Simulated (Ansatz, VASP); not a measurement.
**One calculation of Li, two programs**

```
Li
1.0
     0.00000    2.20200    2.20200
     2.20200    0.00000    2.20200
     2.20200    2.20200    0.00000
Li
1
Direct
  0.00000 0.00000 0.00000
```

Alike in both runs: task relaxation of cell and atoms; functional BLYP; dispersion D3(BJ); k mesh 8 × 8 × 8; occupations gaussian, width 0.15 eV; no spin polarisation.

|  | VASP | Ansatz |
| --- | --- | --- |
| version | VASP 6.6.1 | Ansatz 0.2.0 |
| potentials or method | VASP PAW PBE potentials, release 64 (Li_sv) | plane waves, PAW |
| plane-wave cutoff (eV) | 750 | 420 |
| valence electrons in the cell | 3 | 3 |

|  | VASP | Ansatz | Ansatz less VASP |
| --- | --- | --- | --- |
| relaxed volume (Å³/atom) | 15.50 | 15.68 | +0.181 |
| relaxed cell length with the largest relative difference (Å) | 2.799 | 2.810 | +0.0109 |

VASP's potentials were made for PBE, not for BLYP.

Noted on VASP's run: the volume moved by over 15 % at a fixed basis, so the end points are rough.
